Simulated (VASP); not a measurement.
# MoS2 in VASP: further runs

Aim: see how the results for MoS2 move with the level of theory and the settings. Levels: LDA, PBEsol. Tasks: single point.

All numbers are computed with VASP 6.6.1; they aren't measurements. Logs are shortened: lines on timing, memory, paths and dates and some standing lists are left out, and cuts for length are marked.

## Step 1: The cell of the first run

The cell holds a slab with vacuum, 12 atoms: a = 3.184 Å, b = 3.184 Å, c = 34.479 Å, α = 90.00°, β = 90.00°, γ = 120.00°.

## Step 2: Single point, LDA

INCAR

```
  PREC = Accurate
  ENCUT = 520
  EDIFF = 1E-6
  ISMEAR = -1
  SIGMA = 0.05
  LREAL = False
  LASPH = True
  NELM = 80
  ALGO = Normal
  ISIF = 2
  LWAVE = False
  LCHARG = False
  GGA = CA
  NBANDS = 64
```

KPOINTS

```
Automatic mesh
0
Gamma
  10 10 1
```

POSCAR

```
MoS2
1.0
    3.1837189491      0.0000000000      0.0000000000
   -1.5918594745      2.7571814884      0.0000000000
    0.0000000000      0.0000000000     34.4792384800
Mo S
4 8
Direct
    0.3333333333      0.6666666667      0.0935556300
    0.3333333333      0.6666666667      0.7209030300
    0.6666666667      0.3333333333      0.2790969700
    0.6666666667      0.3333333333      0.9064443700
    0.6666666667      0.3333333333      0.0485463000
    0.6666666667      0.3333333333      0.6759117500
    0.3333333333      0.6666666667      0.2340896600
    0.3333333333      0.6666666667      0.8614313100
    0.6666666667      0.3333333333      0.1385686900
    0.6666666667      0.3333333333      0.7659103400
    0.3333333333      0.6666666667      0.3240882500
    0.3333333333      0.6666666667      0.9514537000
```

Potentials or basis: VASP PAW LDA potentials, release 64 (Mo_sv, S).

Started as:

```sh
$ cat potpaw_LDA.64/Mo_sv/POTCAR potpaw_LDA.64/S/POTCAR > POTCAR
$ mpirun -np 1 vasp_std > vasp.out
```

OUTCAR:

```text
PREC = Accurate
   ENCUT = 520
   EDIFF = 1E-6
   ISMEAR = -1
   LREAL = False
   LASPH = True
   NELM = 80
   ISIF = 2
   GGA = CA

 ion  position               nearest neighbor table
   1  0.333  0.667  0.094-   5 2.41   5 2.41   5 2.41   9 2.41   9 2.41   9 2.41
   2  0.333  0.667  0.721-   6 2.41   6 2.41   6 2.41  10 2.41  10 2.41  10 2.41
   3  0.667  0.333  0.279-  11 2.41  11 2.41  11 2.41   7 2.41   7 2.41   7 2.41
   4  0.667  0.333  0.906-  12 2.41  12 2.41  12 2.41   8 2.41   8 2.41   8 2.41
   5  0.667  0.333  0.049-   1 2.41   1 2.41   1 2.41
   6  0.667  0.333  0.676-   2 2.41   2 2.41   2 2.41
   7  0.333  0.667  0.234-   3 2.41   3 2.41   3 2.41
   8  0.333  0.667  0.861-   4 2.41   4 2.41   4 2.41
   9  0.667  0.333  0.139-   1 2.41   1 2.41   1 2.41
  10  0.667  0.333  0.766-   2 2.41   2 2.41   2 2.41
  11  0.333  0.667  0.324-   3 2.41   3 2.41   3 2.41
  12  0.333  0.667  0.951-   4 2.41   4 2.41   4 2.41

  LATTYP: Found a hexagonal cell.
 ALAT       =     3.1837189491
 C/A-ratio  =    10.8298625071

  Lattice vectors:

 A1 = (   3.1837189491,   0.0000000000,   0.0000000000)
 A2 = (  -1.5918594745,   2.7571814884,   0.0000000000)
 A3 = (   0.0000000000,   0.0000000000,  34.4792384800)

Analysis of symmetry for initial positions (statically):
=====================================================================
 Subroutine PRICEL returns:
 Original cell was already a primitive cell.

 Routine SETGRP: Setting up the symmetry group for a
 hexagonal supercell.

 Subroutine GETGRP returns: Found 12 space group operations
 (whereof 12 operations were pure point group operations)
 out of a pool of 24 trial point group operations.

The static configuration has the point symmetry D_3d.

Analysis of symmetry for dynamics (positions and initial velocities):
=====================================================================
 Subroutine PRICEL returns:
 Original cell was already a primitive cell.

 Routine SETGRP: Setting up the symmetry group for a
 hexagonal supercell.

 Subroutine GETGRP returns: Found 12 space group operations
 (whereof 12 operations were pure point group operations)
 out of a pool of 24 trial point group operations.

The dynamic configuration has the point symmetry D_3d.

 Subroutine INISYM returns: Found 12 space group operations
[... 113 lines left out ...]
   ISYM   =      2    0-nonsym 1-usesym 2-fastsym
   POTIM  = 0.5000    time-step for ionic-motion
   TEBEG  =    0.0;   TEEND  =   0.0 temperature during run
   PSTRESS=    0.0 pullay stress
   NELECT =     104.0000    total number of electrons
   NUPDOWN=      -1.0000    fix difference up-down
   EMIN   =  10.00;   EMAX   =-10.00  energy-range for DOS
   EFERMI =   0.00;   METHOD = LEGACY
   ISMEAR =    -1;   SIGMA  =   0.05  broadening in eV -4-tet -1-fermi 0-gaus
   EFERMI_NEDOS =   21; number of points for ismear=-14 and -15
   IALGO  =     38    algorithm
   IMIX   =      4    mixing-type and parameters
     AMIX     =   0.40;   BMIX     =  1.00
     AMIX_MAG =   1.60;   BMIX_MAG =  1.00
  volume/ion in A,a.u.               =      25.22       170.21
  Fermi-wavevector in a.u.,A,eV,Ry     =   1.146657  2.166867 17.889230  1.314821
  Thomas-Fermi vector in A             =   2.283340
   LORBIT       =      0    0 simple, 1 ext, 2 COOP (PROOUT), +10 PAW based schemes
   GGA     = CA    functional components
   LHFCALC =     F    Hartree Fock is set to
   AEXX    =    0.0000 exact exchange contribution
   IVDW    =     0    specifies the selected vdW correction
   LEPSILON=     F    determine dielectric tensor
   LRPA    =     F    only Hartree local field effects (RPA)
 non-spin polarized calculation
  energy-cutoff  :      520.00
  volume of cell :      302.66
 maximum number of plane-waves:      8194
 NGX is ok and might be reduce to    24
   NGX = 11   NGY = 11   NGZ =129

 number of electron     103.9999989 magnetization

 Free energy of the ion-electron system (eV)
  ---------------------------------------------------
  ext. energy  EPLUGINS =         0.00000000
  ---------------------------------------------------
  free energy    TOTEN  =       -97.57304850 eV

  energy without entropy =      -97.57304762  energy(sigma->0) =      -97.57304806

 E-fermi :   3.9783     XC(G=0):  -8.2828

 val. band max:        3.4559888262   @ k =   0.0000   0.0000   0.0000
 cond. band min:       4.6476883451   @ k =   0.2000   0.2000   0.0000
 fundamental gap:      1.1916995189
 Fermi energy:         3.9782913988

 k-point     1 :       0.0000    0.0000    0.0000
  band No.  band energies     occupation
      1     -57.5726      2.00000
      2     -57.5726      2.00000
      3     -57.5720      2.00000
      4     -57.5720      2.00000
      5     -31.9170      2.00000
      6     -31.9169      2.00000
[... 927 lines left out ...]
     63       6.3743      0.00000
     64       6.3955      0.00000

------------------------ aborting loop because EDIFF is reached ----------------------------------------

  FORCE on cell =-STRESS in cart. coord.  units (eV):
  Direction    XX          YY          ZZ          XY          YZ          ZX
  --------------------------------------------------------------------------------------
  -------------------------------------------------------------------------------------
  Total       -8.8246640     -8.8246640     -5.6540157     -0.0000000      0.0000000      0.0000000
  in kB      -46.7144264    -46.7144264    -29.9302160     -0.0000000      0.0000000      0.0000000
  external PRESSURE =     -41.1196896 kB  Pullay stress =       0.0000000 kB

 VOLUME and BASIS-vectors are now :
 -----------------------------------------------------------------------------
  energy-cutoff  :      520.00
  volume of cell :      302.66
      direct lattice vectors                 reciprocal lattice vectors
     3.183718949  0.000000000  0.000000000     0.314098077  0.181344609  0.000000000
    -1.591859475  2.757181488  0.000000000     0.000000000  0.362689219  0.000000000
     0.000000000  0.000000000 34.479238480     0.000000000  0.000000000  0.029002961

 POSITION                                       TOTAL-FORCE (eV/Angst)
 -----------------------------------------------------------------------------------
     -0.00000      1.83812      3.22573         0.000000     -0.000000     -0.000562
     -0.00000      1.83812     24.85619         0.000000     -0.000000     -0.003652
      1.59186      0.91906      9.62305        -0.000000      0.000000      0.003652
      1.59186      0.91906     31.25351        -0.000000      0.000000      0.000562
      1.59186      0.91906      1.67384         0.000000     -0.000000      0.291039
      1.59186      0.91906     23.30492        -0.000000      0.000000      0.376502
     -0.00000      1.83812      8.07123        -0.000000     -0.000000      0.286151
     -0.00000      1.83812     29.70150        -0.000000     -0.000000      0.292400
      1.59186      0.91906      4.77774        -0.000000      0.000000     -0.292400
      1.59186      0.91906     26.40801         0.000000      0.000000     -0.286151
     -0.00000      1.83812     11.17432        -0.000000     -0.000000     -0.376502
     -0.00000      1.83812     32.80540        -0.000000      0.000000     -0.291039
 -----------------------------------------------------------------------------------
    total drift:                                0.000000      0.000000      0.000000

  FREE ENERGIE OF THE ION-ELECTRON SYSTEM (eV)
  ---------------------------------------------------
  free  energy   TOTEN  =       -97.5730484989 eV

  energy  without entropy=      -97.5730476154  energy(sigma->0) =      -97.57304806
```

stdout:

```text
POSCAR found type information on POSCAR MoS
 POSCAR found :  2 types and      12 ions
 scaLAPACK will be used
 LDA part: xc-table for (Slater(with rela. corr.)+CA(PZ))
 , standard interpolation
 POSCAR, INCAR and KPOINTS ok, starting setup
 FFT: planning ... GRIDC
 FFT: planning ... GRID_SOFT
 FFT: planning ... GRID
 WAVECAR not read
 entering main loop
```

Run time: 12 min. Hardware: 1 thread of AMD EPYC 7R13, shared host; peak memory 0.38 GiB.

What came out:

- Free energy: -97.5730 eV
- Largest force: 0.377 eV/Å
- Band gap on the k mesh: 1.19 eV (least direct gap 1.87 eV)

Forces in eV/Å, atoms in the order of the input:
```
Mo   0.000  0.000 -0.001
Mo   0.000  0.000 -0.004
Mo   0.000  0.000  0.004
Mo   0.000  0.000  0.001
S    0.000  0.000  0.291
S    0.000  0.000  0.377
S    0.000  0.000  0.286
S    0.000  0.000  0.292
S    0.000  0.000 -0.292
S    0.000  0.000 -0.286
S    0.000  0.000 -0.377
S    0.000  0.000 -0.291
```

Levels at points of the mesh, in eV from the valence-band top:
| k point | band 48 | band 49 | band 50 | band 51 | band 52 | band 53 | band 54 | band 55 | band 56 | band 57 |
| --- | --- | --- | --- | --- | --- | --- | --- | --- | --- | --- |
| (0.00, 0.00, 0.00) | -1.56 | -0.79 | -0.46 | -0.16 | 0.00 | 2.22 | 2.22 | 2.23 | 2.23 | 2.23 |
| (0.50, 0.00, 0.00) | -1.47 | -1.20 | -1.18 | -1.15 | -1.14 | 1.68 | 1.69 | 1.70 | 1.71 | 2.13 |

Caveat: there is no dipole correction, which matters where the two faces differ.

## Step 3: Single point, PBEsol

This run uses another cell than the first one.

INCAR

```
PREC = Accurate ; ENCUT = 520
EDIFF = 1E-7 ; ISMEAR = -1
SIGMA = 0.05 ; LREAL = False
LASPH = True ; NELM = 100
ALGO = Normal ; ISIF = 2
LWAVE = False ; LCHARG = False
GGA = PS ; NBANDS = 64
```

KPOINTS

```
regular mesh
0
Gamma
  10 10 1
```

POSCAR: that of step 2 with these lines changed.

```diff
@@ -2,5 +2,5 @@
 1.0
-    3.1837189491      0.0000000000      0.0000000000
-   -1.5918594745      2.7571814884      0.0000000000
-    0.0000000000      0.0000000000     34.4792384800
+    3.1623510640      0.0000000000      0.0000000000
+   -1.5811755320      2.7386763571      0.0000000000
+    0.0000000000      0.0000000000     34.2478272223
 Mo S
```

Potentials or basis: VASP PAW PBE potentials, release 64 (Mo_sv, S).

Started as:

```sh
$ cat potpaw_PBE.64/Mo_sv/POTCAR potpaw_PBE.64/S/POTCAR > POTCAR
$ mpirun -np 1 vasp_std > vasp.out
```

It took 7.3 min on 1 thread of Intel Xeon Platinum 8259CL at 2.50GHz (Skylake/Cascade Lake), shared host; peak memory 0.49 GiB.

The run converged. Its results:

- Free energy: -93.7573 eV
- Largest force: 0.216 eV/Å
- Band gap on the k mesh: 1.23 eV (least direct gap 1.93 eV)

Forces in eV/Å, atoms in the order of the input:
```
Mo   0.000  0.000 -0.001
Mo   0.000  0.000 -0.007
Mo   0.000  0.000  0.007
Mo   0.000  0.000  0.001
S    0.000  0.000 -0.214
S    0.000  0.000 -0.196
S    0.000  0.000 -0.216
S    0.000  0.000 -0.209
S    0.000  0.000  0.209
S    0.000  0.000  0.216
S    0.000  0.000  0.196
S    0.000  0.000  0.214
```

Levels at points of the mesh, in eV from the valence-band top:
```tsv
k point	band 48	band 49	band 50	band 51	band 52	band 53	band 54	band 55	band 56	band 57
(0.00, 0.00, 0.00)	-1.60	-0.81	-0.48	-0.17	0.00	2.28	2.28	2.28	2.28	2.29
(0.50, 0.00, 0.00)	-1.49	-1.25	-1.23	-1.20	-1.19	1.75	1.75	1.76	1.77	2.21
```

Caveat: there is no dipole correction, which matters where the two faces differ; the PAW data sets were made with another functional, which shifts forces and pressure a little.

## Step 4: Single point, PBEsol

INCAR

```
ALGO = Normal ; EDIFF = 1E-6
ENCUT = 520 ; GGA = PS
ISIF = 2 ; ISMEAR = -1
LASPH = True ; LCHARG = False
LREAL = False ; LWAVE = False
NBANDS = 64 ; NELM = 60
PREC = Accurate ; SIGMA = 0.05
```

KPOINTS

```
k-points
0
Gamma
  10 10 1
```

POSCAR: that of step 3 with these lines changed.

```diff
@@ -2,5 +2,5 @@
 1.0
-    3.1623510640      0.0000000000      0.0000000000
-   -1.5811755320      2.7386763571      0.0000000000
-    0.0000000000      0.0000000000     34.2478272223
+    3.1837189491      0.0000000000      0.0000000000
+   -1.5918594745      2.7571814884      0.0000000000
+    0.0000000000      0.0000000000     34.4792384800
 Mo S
```

Started as:

```sh
$ cat potpaw_PBE.64/Mo_sv/POTCAR potpaw_PBE.64/S/POTCAR > POTCAR
$ mpirun -np 1 vasp_std > vasp.out
```

Wall time 7.2 min (1 thread of Intel Xeon Platinum 8259CL at 2.50GHz (Skylake/Cascade Lake), shared host); peak memory 0.49 GiB.

It converged, with:

* Free energy: -93.7110 eV
* Largest force: 0.145 eV/Å
* Band gap on the k mesh: 1.23 eV (least direct gap 1.88 eV)

Forces in eV/Å, atoms in the order of the input:
```
Mo   0.000  0.000 -0.001
Mo   0.000  0.000 -0.006
Mo   0.000  0.000  0.006
Mo   0.000  0.000  0.001
S    0.000  0.000  0.124
S    0.000  0.000  0.145
S    0.000  0.000  0.121
S    0.000  0.000  0.128
S    0.000  0.000 -0.128
S    0.000  0.000 -0.121
S    0.000  0.000 -0.145
S    0.000  0.000 -0.124
```

Levels at points of the mesh, in eV from the valence-band top:
```tsv
k point	band 50	band 51	band 52	band 53	band 54	band 55
(0.00, 0.00, 0.00)	-0.45	-0.16	0.00	2.24	2.24	2.25
(0.50, 0.00, 0.00)	-1.19	-1.16	-1.15	1.71	1.71	1.72
```

Caveat: there is no dipole correction, which matters where the two faces differ; the PAW data sets were made with another functional, which shifts forces and pressure a little.

## Step 5: Single point, PBEsol (atoms moved at random)

INCAR

```
SYSTEM = MoS2
PREC = Accurate
ENCUT = 520
EDIFF = 1E-6
ISMEAR = -1
SIGMA = 0.05
LREAL = .False.
LASPH = .True.
NELM = 60
ALGO = Normal
ISIF = 2
LWAVE = .False.
LCHARG = .True.
GGA = PS
LVHAR = .True.
NBANDS = 64
KPAR = 4
```

KPOINTS

```
Automatic mesh
0
Gamma
  10 10 1
  0 0 0
```

POSCAR

```
MoS2
1.0
    3.1837189491      0.0000000000      0.0000000000
   -1.5918594745      2.7571814884      0.0000000000
    0.0000000000      0.0000000000     34.4792384800
Mo S
4 8
Direct
    0.3331600000      0.6743670000      0.0932870000
    0.3349630000      0.6733850000      0.7213480000
    0.6729390000      0.3514330000      0.2796830000
    0.6825040000      0.3529300000      0.9057120000
    0.6633910000      0.3385470000      0.0490810000
    0.6547310000      0.3421420000      0.6761940000
    0.3290650000      0.6612750000      0.2354510000
    0.3335140000      0.6689410000      0.8617640000
    0.6685240000      0.3357200000      0.1397050000
    0.6802430000      0.3484700000      0.7650270000
    0.3393980000      0.6541990000      0.3243320000
    0.3383990000      0.6623010000      0.9515420000
```

Started as:

```sh
$ cat potpaw_PBE.64/Mo_sv/POTCAR potpaw_PBE.64/S/POTCAR > POTCAR
$ mpirun -np 4 vasp_std > vasp.out
```

Run time: 13 min. Hardware: 4 MPI ranks of Oxide Virtual Turin-like, shared host; peak memory 0.82 GiB.

It converged, with:

```yaml
Free_energy: -93.5297 eV
Largest_force: 1.635 eV/Å
Band_gap_on_the_k_mesh: 1.05 eV (least direct gap 1.70 eV)
```

Forces on the atoms (eV/Å):
```
Mo   0.071 -0.203  1.106
Mo  -0.180  0.329 -0.803
Mo   0.555 -1.528  0.178
Mo  -0.207 -1.120  0.970
S    0.054  0.075 -0.266
S    0.434 -0.080  0.124
S   -0.040  0.682 -0.417
S    0.241  0.522 -0.493
S   -0.123  0.128 -0.844
S   -0.254 -0.249  0.696
S   -0.514  0.845  0.220
S   -0.036  0.598 -0.471
```

Levels at points of the mesh, in eV from the valence-band top:
```csv
k point,band 48,band 49,band 50,band 51,band 52,band 53,band 54,band 55,band 56,band 57
"(0.00, 0.00, 0.00)",-1.65,-0.81,-0.48,-0.21,0.00,1.70,1.90,2.06,2.08,2.17
"(0.50, 0.00, 0.00)",-1.55,-1.24,-1.22,-1.17,-1.15,1.54,1.64,1.65,1.66,2.08
"(0.00, 0.50, 0.00)",-1.53,-1.27,-1.19,-1.14,-1.08,1.62,1.64,1.66,1.73,2.09
"(0.50, 0.50, 0.00)",-1.56,-1.31,-1.24,-1.23,-1.11,1.50,1.63,1.65,1.67,2.07
```

Caveat: the cell differs from its parent crystal (atoms moved at random); there is no dipole correction, which matters where the two faces differ; the PAW data sets were made with another functional, which shifts forces and pressure a little.

## Step 6: Summary

| level | potentials or basis | cell | gap on the mesh (eV) | largest force (eV/Å) |
| --- | --- | --- | --- | --- |
| LDA | VASP PAW LDA potentials, release 64 (Mo_sv, S) | a = 3.184, b = 3.184, c = 34.479 Å, angles 90.0, 90.0, 120.0°, 12 atoms, atomic positions A | 1.19 | 0.38 |
| PBEsol | VASP PAW PBE potentials, release 64 (Mo_sv, S) | a = 3.162, b = 3.162, c = 34.248 Å, angles 90.0, 90.0, 120.0°, 12 atoms, atomic positions A | 1.23 | 0.22 |
| PBEsol | VASP PAW PBE potentials, release 64 (Mo_sv, S) | a = 3.184, b = 3.184, c = 34.479 Å, angles 90.0, 90.0, 120.0°, 12 atoms, atomic positions A | 1.23 | 0.14 |
| PBEsol | VASP PAW PBE potentials, release 64 (Mo_sv, S) | a = 3.184, b = 3.184, c = 34.479 Å, angles 90.0, 90.0, 120.0°, 12 atoms, atomic positions B | 1.05 | 1.64 |

Alike in all rows: task single point; no spin polarisation; k mesh 10 × 10 × 1; cutoff (eV) 520; smearing fermi-dirac 0.05 eV.

Caveats: there is no dipole correction, which matters where the two faces differ; the PAW data sets were made with another functional, which shifts forces and pressure a little (at least some runs).

Absolute energies hang on the potentials; compare differences alone.
